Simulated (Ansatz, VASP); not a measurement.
Two plane-wave programs on Ir

The input INCAR:

```
PREC = Accurate
ENCUT = 520
EDIFF = 1E-6
ISMEAR = -1
SIGMA = 0.05
LREAL = False
LASPH = True
NELM = 60
ALGO = Normal
ISIF = 2
LWAVE = False
LCHARG = False
GGA = CA
NBANDS = 16
```

The input KPOINTS:

```
Automatic mesh
0
Gamma
  11 11 6
```

POSCAR

```
Ir
1.0
    2.7695994713      0.0000000000      0.0000000000
   -1.3847997356      2.3985435004      0.0000000000
    0.0000000000      0.0000000000      4.4918424506
Ir
2
Direct
    0.3333333333      0.6666666667      0.2500000000
    0.6666666667      0.3333333333      0.7500000000
```

File input.yaml:

```yaml
crystal:
  lattice:
    - [2.7695994713, 0.0, 0.0]
    - [-1.3847997356, 2.3985435004, 0.0]
    - [0.0, 0.0, 4.4918424506]
  atoms:
    - { symbol: Ir, position: [0.3333333333, 0.6666666667, 0.25] }
    - { symbol: Ir, position: [0.6666666667, 0.3333333333, 0.75] }
hamiltonian:
  xc: lda
  pseudopotentials: { kind: paw }
kpoints:
  mp_grid: { grid: [11, 11, 6] }
scf:
  occupations: { method: fermi_dirac, width: 0.05 }
output:
  forces: true
  stress: true
  eigenvalues: true
```

Alike in both runs: task single point; functional LDA; k mesh 11 × 11 × 6; occupations fermi-dirac, width 0.05 eV; no spin polarisation.

```csv
,VASP,Ansatz
version,VASP 6.6.1,Ansatz 0.2.0
potentials or method,"VASP PAW LDA potentials, release 64 (Ir)",Ansatz PAW
plane-wave cutoff (eV),520,420
valence electrons in the cell,18,34
```

Ansatz gave:

```
gap on the k mesh at the Fermi level (eV)                     : none
pressure (GPa)                                                : -23.6
traceless stress, the component that is largest in VASP (GPa) : -0.52
```

Question: Estimate VASP's values.

Answer: gap on the k mesh at the Fermi level (eV): none; pressure (GPa): -21.7; traceless stress, the component that is largest in VASP (GPa): -0.47.

LDA's correlation is that of Perdew and Zunger in VASP and of Perdew and Wang (1992) in Ansatz. A gap of «none» marks a metal or a gap that the smearing closes. VASP's potentials hold 18 valence electrons a cell and Ansatz's 34, so a difference there can come from the potentials and not from the codes.

Spin-orbit coupling is off throughout.
